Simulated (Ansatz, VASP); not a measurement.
WC in VASP and in Ansatz

```
CELL_PARAMETERS angstrom
0.00000 2.16305 2.16305
2.16305 0.00000 2.16305
2.16305 2.16305 0.00000
ATOMIC_POSITIONS crystal
W 0.00000 0.00000 0.00000
C 0.50000 0.50000 0.50000
```

Alike in both runs: task single point; functional LDA; k mesh 11 × 11 × 11; no spin polarisation.

|  | VASP | Ansatz |
| --- | --- | --- |
| version | VASP 6.6.1 | Ansatz 0.2.0 |
| potentials or method | VASP PAW LDA potentials, release 64 (W_sv, C), cutoff 520 eV | plane waves, PAW |
| occupations | methfessel-paxton of order 1, width 0.1 eV | cold, width 0.1 eV |
| valence electrons in the cell | 18 | 18 |

VASP gave:

- pressure (GPa): 1.5

**Question.** Which values does Ansatz return?

**Answer.** Pressure (GPa): -0.9.

LDA's correlation is that of Perdew and Zunger in VASP and of Perdew and Wang (1992) in Ansatz.

Spin-orbit coupling is off throughout.
